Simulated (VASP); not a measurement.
# Ag2GeCSe4 (I222) in VASP: further runs

The runs below take Ag2GeCSe4 through single point, with PBE, revPBE, PBE+U.

All numbers are computed with VASP 6.6.1; they aren't measurements. Logs are shortened: lines on timing, memory, paths and dates and some standing lists are left out, and cuts for length are marked.

**1. The cell of the first run**

The structure is orthorhombic, space group I222 (No. 23). Conventional cell: a = 6.607 Å, b = 6.749 Å, c = 8.080 Å, α = 90.00°, β = 90.00°, γ = 90.00°. Within 3.6 Å of Ge (site symmetry 222) lie 4 Se at 2.74 Å and 2 C at 3.30 Å. C (site symmetry 222) has 4 Se at 2.01 Å within 2.7 Å. Ag (site symmetry 2) has 4 Se at 2.58 to 3.11 Å and 1 Ag at 3.01 Å within 3.4 Å. Within 2.7 Å of Se (site symmetry 1) lie 1 C at 2.01 Å and 1 Ag at 2.58 Å.

**2. Single point, PBE**

File INCAR:

```
PREC = Accurate
ENCUT = 520
EDIFF = 1E-6
ISMEAR = -1
SIGMA = 0.1
LREAL = F
LASPH = T
NELM = 80
ALGO = Normal
ISIF = 2
LWAVE = F
LCHARG = T
GGA = PE
LELF = T
LVHAR = T
NBANDS = 42
```

File KPOINTS:

```
Automatic mesh
0
Gamma
  4 4 4
```

File POSCAR:

```
Ag2GeCSe4
1.0
   -3.3742762878      4.0399393863      3.3037296553
    3.3742762878     -4.0399393863      3.3037296553
    3.3742762878      4.0399393863     -3.3037296553
Ge C Ag Se
1 1 2 4
Direct
    0.5000000000      0.5000000000      0.0000000000
    0.0000000000      0.0000000000      0.0000000000
    0.7719220018      0.2719220018      0.5000000000
    0.2280779982      0.7280779982      0.5000000000
    0.9801140044      0.9975026446      0.3192200920
    0.6782825525      0.6608939123      0.6807799080
    0.0198859956      0.3391060877      0.0173886402
    0.3217174475      0.0024973554      0.9826113598
```

Potentials or basis: VASP PAW PBE potentials, release 64 (Ge_d, C, Ag, Se).

On the command line:

```
cat potpaw_PBE.64/Ge_d/POTCAR potpaw_PBE.64/C/POTCAR potpaw_PBE.64/Ag/POTCAR potpaw_PBE.64/Se/POTCAR > POTCAR
mpirun -np 1 vasp_std > vasp.out
```

OUTCAR:

```text
PREC = Accurate
   ENCUT = 520
   EDIFF = 1E-6
   ISMEAR = -1
   LREAL = F
   LASPH = T
   NELM = 80
   ISIF = 2
   GGA = PE

 ion  position               nearest neighbor table
   1  0.500  0.500  0.000-   6 2.74   5 2.74   8 2.74   7 2.74
   2  0.000  0.000  0.000-   5 2.01   6 2.01   8 2.01   7 2.01
   3  0.772  0.272  0.500-   6 2.58   5 2.58   4 3.01   7 3.11   8 3.11   4 3.59
   4  0.228  0.728  0.500-   7 2.58   8 2.58   3 3.01   6 3.11   5 3.11   3 3.59
   5  0.980  0.998  0.319-   2 2.01   3 2.58   1 2.74   4 3.11
   6  0.678  0.661  0.681-   2 2.01   3 2.58   1 2.74   4 3.11
   7  0.020  0.339  0.017-   2 2.01   4 2.58   1 2.74   3 3.11
   8  0.322  0.002  0.983-   2 2.01   4 2.58   1 2.74   3 3.11

  LATTYP: Found a body centered orthorhombic cell.
 ALAT       =     6.6074593106
 B/A-ratio  =     1.0213536336
 C/A-ratio  =     1.2228420022

  Lattice vectors:

 A1 = (   3.3742762878,  -4.0399393863,   3.3037296553)
 A2 = (  -3.3742762878,  -4.0399393863,  -3.3037296553)
 A3 = (   3.3742762878,   4.0399393863,  -3.3037296553)

Analysis of symmetry for initial positions (statically):
=====================================================================
 Subroutine PRICEL returns:
 Original cell was already a primitive cell.

 Routine SETGRP: Setting up the symmetry group for a
 body centered orthorhombic supercell.

 Subroutine GETGRP returns: Found  4 space group operations
 (whereof  4 operations were pure point group operations)
 out of a pool of  8 trial point group operations.

The static configuration has the point symmetry D_2 .

Analysis of symmetry for dynamics (positions and initial velocities):
=====================================================================
 Subroutine PRICEL returns:
 Original cell was already a primitive cell.

 Routine SETGRP: Setting up the symmetry group for a
 body centered orthorhombic supercell.

 Subroutine GETGRP returns: Found  4 space group operations
 (whereof  4 operations were pure point group operations)
 out of a pool of  8 trial point group operations.

The dynamic configuration has the point symmetry D_2 .

 Subroutine INISYM returns: Found  4 space group operations
 (whereof  4 operations are pure point group operations),
 and found     1 'primitive' translations

----------------------------------------------------------------------------------------

                                     Primitive cell

  volume of cell :     180.1441

  direct lattice vectors                    reciprocal lattice vectors
    -3.374276288  4.039939386  3.303729655     0.000000000  0.123764233  0.151344103
     3.374276288 -4.039939386  3.303729655     0.148179923  0.000000000  0.151344103
     3.374276288  4.039939386 -3.303729655     0.148179923  0.123764233  0.000000000

  length of vectors
     6.214618278  6.214618278  6.214618278     0.195506068  0.211807287  0.193067022

  position of ions in fractional coordinates (direct lattice)
     0.500000000  0.500000000  0.000000000
     0.000000000  0.000000000  0.000000000
     0.771922002  0.271922002  0.500000000
     0.228077998  0.728077998  0.500000000
     0.980114004  0.997502645  0.319220092
     0.678282553  0.660893912  0.680779908
     0.019885996  0.339106088  0.017388640
     0.321717447  0.002497355  0.982611360

  ion indices of the primitive-cell ions
   primitive index   ion index
                 1           1
                 2           2
                 3           3
                 4           4
                 5           5
                 6           6
                 7           7
                 8           8

----------------------------------------------------------------------------------------

 KPOINTS: Automatic mesh

Automatic generation of k-mesh.
 Grid dimensions read from file:
 generate k-points for:    4    4    4

 Generating k-lattice:

  Cartesian coordinates                     Fractional coordinates (reciprocal lattice)
     0.000000000  0.030941058  0.037836026     0.250000000  0.000000000  0.000000000
     0.037044981  0.000000000  0.037836026     0.000000000  0.250000000  0.000000000
     0.037044981  0.030941058  0.000000000     0.000000000  0.000000000  0.250000000

  Length of vectors
     0.048876517  0.052951822  0.048266755

  Shift w.r.t. Gamma in fractional coordinates (k-lattice)
     0.000000000  0.000000000  0.000000000

 Subroutine IBZKPT returns following result:
 ===========================================

 Found     18 irreducible k-points:

 Following reciprocal coordinates:
            Coordinates               Weight
  0.000000  0.000000  0.000000      1.000000
  0.250000 -0.000000  0.000000      4.000000
  0.500000 -0.000000  0.000000      2.000000
  0.000000  0.250000  0.000000      4.000000
  0.250000  0.250000  0.000000      8.000000
  0.500000  0.250000  0.000000      8.000000
[... 10 lines left out ...]
 -0.250000 -0.250000  0.250000      2.000000
  0.500000  0.500000  0.500000      1.000000
   k-points           NKPTS =     18   k-points in BZ     NKDIM =     18   number of bands    NBANDS=     42
   number of dos      NEDOS =    301   number of ions     NIONS =      8
   total plane-waves  NPLWV = 110592
   dimension x,y,z NGX =    48 NGY =   48 NGZ =   48
   dimension x,y,z NGXF=    96 NGYF=   96 NGZF=   96
   ions per type =               1   1   2   4
   NGX,Y,Z   is equivalent  to a cutoff of  12.84, 12.84, 12.84 a.u.
   NGXF,Y,Z  is equivalent  to a cutoff of  25.68, 25.68, 25.68 a.u.
 SYSTEM =  unknown system
   PREC   = accura    normal or accurate (medium, high low for compatibility)
   ISTART =      0    job   : 0-new  1-cont  2-samecut
   ICHARG =      2    charge: 1-file 2-atom 10-const
   ISPIN  =      1    spin polarized calculation?
   LNONCOLLINEAR =      F non collinear calculations
   LSORBIT =      F    spin-orbit coupling
   LASPH  =      T    aspherical Exc in radial PAW
   ENCUT  =  520.0 eV  38.22 Ry    6.18 a.u.  11.56 11.56 11.56*2*pi/ulx,y,z
   NELM   =     80;   NELMIN=  2; NELMDL= -5     # of ELM steps
   EDIFF  = 0.1E-05   stopping-criterion for ELM
   LREAL  =      F    real-space projection
   EDIFFG = 0.1E-04   stopping-criterion for IOM
   NSW    =      0    number of steps for IOM
   IBRION =     -1    ionic relax: 0-MD 1-quasi-New 2-CG
   NFREE  =      0    steps in history (QN), initial steepest desc. (CG)
   ISIF   =      2    stress and relaxation
   ISYM   =      2    0-nonsym 1-usesym 2-fastsym
   POTIM  = 0.5000    time-step for ionic-motion
   TEBEG  =    0.0;   TEEND  =   0.0 temperature during run
   PSTRESS=    0.0 pullay stress
   NELECT =      64.0000    total number of electrons
   NUPDOWN=      -1.0000    fix difference up-down
   EMIN   =  10.00;   EMAX   =-10.00  energy-range for DOS
   EFERMI =   0.00;   METHOD = LEGACY
   ISMEAR =    -1;   SIGMA  =   0.10  broadening in eV -4-tet -1-fermi 0-gaus
   EFERMI_NEDOS =   21; number of points for ismear=-14 and -15
   IALGO  =     38    algorithm
   IMIX   =      4    mixing-type and parameters
     AMIX     =   0.40;   BMIX     =  1.00
     AMIX_MAG =   1.60;   BMIX_MAG =  1.00
  volume/ion in A,a.u.               =      22.52       151.96
  Fermi-wavevector in a.u.,A,eV,Ry     =   1.159475  2.191091 18.291440  1.344383
  Thomas-Fermi vector in A             =   2.296067
   LORBIT       =      0    0 simple, 1 ext, 2 COOP (PROOUT), +10 PAW based schemes
   GGA     = PE    functional components
   LHFCALC =     F    Hartree Fock is set to
   AEXX    =    0.0000 exact exchange contribution
   IVDW    =     0    specifies the selected vdW correction
   LEPSILON=     F    determine dielectric tensor
   LRPA    =     F    only Hartree local field effects (RPA)
 non-spin polarized calculation
  energy-cutoff  :      520.00
  volume of cell :      180.14
 maximum number of plane-waves:      4871
 NGX is ok and might be reduce to    48
   NGX = 23   NGY = 23   NGZ = 23

 number of electron      64.0000001 magnetization

 Free energy of the ion-electron system (eV)
  ---------------------------------------------------
  ext. energy  EPLUGINS =         0.00000000
  ---------------------------------------------------
  free energy    TOTEN  =       -31.24710766 eV

  energy without entropy =      -31.24024768  energy(sigma->0) =      -31.24367767

 E-fermi :   4.6488     XC(G=0):  -9.6675

 val. band max:        4.5513874325   @ k =   0.5000   0.5000   0.5000
 cond. band min:       4.8774426582   @ k =   0.0000   0.0000   0.0000
 fundamental gap:      0.3260552257
 Fermi energy:         4.6487728811

 k-point     1 :       0.0000    0.0000    0.0000
  band No.  band energies     occupation
      1     -20.7460      2.00000
      2     -20.7460      2.00000
      3     -20.7358      2.00000
      4     -20.7247      2.00000
      5     -20.7243      2.00000
      6     -11.9132      2.00000
[... 34 lines left out ...]
     41       9.0158      0.00000
     42       9.6670      0.00000

 k-point     2 :       0.2500   -0.0000    0.0000
  band No.  band energies     occupation
      1     -20.7460      2.00000
      2     -20.7460      2.00000
      3     -20.7358      2.00000
      4     -20.7246      2.00000
      5     -20.7242      2.00000
      6     -11.8392      2.00000
[... 34 lines left out ...]
     41       9.2839      0.00000
     42       9.5786      0.00000

 k-point     3 :       0.5000   -0.0000    0.0000
  band No.  band energies     occupation
      1     -20.7460      2.00000
      2     -20.7460      2.00000
      3     -20.7358      2.00000
      4     -20.7246      2.00000
      5     -20.7242      2.00000
      6     -11.7569      2.00000
[... 34 lines left out ...]
     41       9.1832      0.00000
     42       9.9446      0.00000

 k-point     4 :       0.0000    0.2500    0.0000
  band No.  band energies     occupation
      1     -20.7460      2.00000
      2     -20.7460      2.00000
      3     -20.7358      2.00000
      4     -20.7247      2.00000
      5     -20.7242      2.00000
      6     -11.8250      2.00000
[... 574 lines left out ...]
     41       8.8675      0.00000
     42       9.6265      0.00000

 k-point    17 :      -0.2500   -0.2500    0.2500
  band No.  band energies     occupation
      1     -20.7460      2.00000
      2     -20.7460      2.00000
      3     -20.7358      2.00000
      4     -20.7246      2.00000
      5     -20.7242      2.00000
      6     -11.7614      2.00000
[... 34 lines left out ...]
     41       8.9303      0.00000
     42       9.3204      0.00000

 k-point    18 :       0.5000    0.5000    0.5000
  band No.  band energies     occupation
      1     -20.7460      2.00000
      2     -20.7460      2.00000
      3     -20.7357      2.00000
      4     -20.7246      2.00000
      5     -20.7243      2.00000
      6     -11.6967      2.00000
[... 34 lines left out ...]
     41       8.8280      0.00000
     42       9.5726      0.00000

------------------------ aborting loop because EDIFF is reached ----------------------------------------

  FORCE on cell =-STRESS in cart. coord.  units (eV):
  Direction    XX          YY          ZZ          XY          YZ          ZX
  --------------------------------------------------------------------------------------
  -------------------------------------------------------------------------------------
  Total        0.0865056      0.1006902      0.1021462      0.0000000      0.0000000      0.0000000
  in kB        0.7693693      0.8955255      0.9084748      0.0000000      0.0000000      0.0000000
  external PRESSURE =       0.8577899 kB  Pullay stress =       0.0000000 kB

 VOLUME and BASIS-vectors are now :
 -----------------------------------------------------------------------------
  energy-cutoff  :      520.00
  volume of cell :      180.14
      direct lattice vectors                 reciprocal lattice vectors
    -3.374276288  4.039939386  3.303729655     0.000000000  0.123764233  0.151344103
     3.374276288 -4.039939386  3.303729655     0.148179923  0.000000000  0.151344103
     3.374276288  4.039939386 -3.303729655     0.148179923  0.123764233  0.000000000

 POSITION                                       TOTAL-FORCE (eV/Angst)
 -----------------------------------------------------------------------------------
      0.00000      0.00000      3.30373        -0.000000     -0.000000      0.000000
      0.00000      0.00000      0.00000        -0.000000     -0.000000      0.000000
      0.00000      4.03994      1.79671        -0.000000     -0.000000      0.000863
      3.37428      0.00000      1.50702        -0.000000     -0.000000     -0.000863
      1.13581      1.21938      5.47889         0.008715      0.022818     -0.015999
      2.23847      2.82056      2.17516        -0.008715     -0.022818     -0.015999
      1.13581     -1.21938      1.12857         0.008715     -0.022818      0.015999
      2.23847      5.25932     -2.17516        -0.008715      0.022818      0.015999
 -----------------------------------------------------------------------------------
    total drift:                                0.000001      0.000002      0.000003

  FREE ENERGIE OF THE ION-ELECTRON SYSTEM (eV)
  ---------------------------------------------------
  free  energy   TOTEN  =       -31.2471076572 eV

  energy  without entropy=      -31.2402476826  energy(sigma->0) =      -31.24367767
```

Run time: 2.5 min. Hardware: 1 thread of Intel Xeon 6975P-C, shared host; peak memory 0.41 GiB.

Results:

| Quantity | Value |
| --- | --- |
| Free energy | -31.2471 eV |
| Pressure | 0.1 GPa |
| Largest force | 0.029 eV/Å |
| Band gap on the k mesh | 0.33 eV, indirect (least direct gap 0.92 eV) |

Forces on the atoms (eV/Å):
```
Ge   0.000  0.000  0.000
C    0.000  0.000  0.000
Ag   0.000  0.000  0.001
Ag   0.000  0.000 -0.001
Se   0.009  0.023 -0.016
Se  -0.009 -0.023 -0.016
Se   0.009 -0.023  0.016
Se  -0.009  0.023  0.016
```

Levels at points of the mesh, in eV from the valence-band top:
```csv
k point,band 29,band 30,band 31,band 32,band 33,band 34,band 35,band 36
"(0.00, 0.00, 0.00)",-2.17,-1.99,-1.80,-1.01,0.33,2.02,2.35,2.58
"(0.50, 0.00, 0.00)",-2.36,-1.88,-1.13,-0.78,0.71,1.36,1.59,2.13
"(0.00, 0.50, 0.00)",-2.22,-1.62,-1.42,-0.69,0.48,1.22,1.55,1.96
"(0.50, 0.50, 0.00)",-2.01,-1.74,-1.31,-0.97,0.90,1.13,2.11,2.33
"(0.50, 0.50, 0.50)",-1.87,-1.68,-1.67,0.00,0.92,1.14,1.27,1.48
```

A k mesh can miss the band edges.

(Continued in part 2 of 3.)
